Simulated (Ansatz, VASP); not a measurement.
# Na in VASP and in Ansatz

INCAR

```
SYSTEM = Na
ALGO = Fast
EDIFF = 1E-6
ENCUT = 520
GGA = PS
ISIF = 2
ISMEAR = 0
LASPH = .TRUE.
LCHARG = .TRUE.
LELF = .TRUE.
LREAL = .FALSE.
LVHAR = .TRUE.
LWAVE = .FALSE.
NBANDS = 10
NELM = 100
PREC = Accurate
SIGMA = 0.1
```

File KPOINTS:

```
k-points
0
G
  6 6 6
  0 0 0
```

POSCAR

```
Na
1.0
    0.0000000000      2.6651575324      2.6651575324
    2.6651575324      0.0000000000      2.6651575324
    2.6651575324      2.6651575324      0.0000000000
Na
1
Direct
    0.0000000000      0.0000000000      0.0000000000
```

Input for Ansatz:

```yaml
crystal:
  lattice:
    - [0.0, 2.6651575324, 2.6651575324]
    - [2.6651575324, 0.0, 2.6651575324]
    - [2.6651575324, 2.6651575324, 0.0]
  atoms:
    - { symbol: Na, position: [0.0, 0.0, 0.0] }
basis:
  ecutwfc: 420
kpoints:
  mp_grid: { grid: [6, 6, 6] }
hamiltonian:
  xc: pbesol
scf:
  occupations: { method: gaussian, width: 0.1 }
output:
  forces: true
  stress: true
  eigenvalues: true
```

Alike in both runs: task single point; functional PBEsol; k mesh 6 × 6 × 6; occupations gaussian, width 0.1 eV; no spin polarisation.

|  | VASP | Ansatz |
| --- | --- | --- |
| version | VASP 6.6.1 | Ansatz 0.2.0 |
| potentials or method | VASP PAW PBE potentials, release 64 (Na_pv), cutoff 520 eV | scalar-relativistic, plane waves, PAW |
| valence electrons in the cell | 7 | 9 |

```csv
,VASP,Ansatz,Ansatz less VASP
gap on the k mesh at the Fermi level (eV),none,none,-
pressure (GPa),-0.2,-0.3,-0.08
```

VASP's potentials were made for PBE, not for PBEsol. A gap of «none» marks a metal or a gap that the smearing closes. VASP's potentials hold 7 valence electrons a cell and Ansatz's 9, so a difference there can come from the potentials and not from the codes.
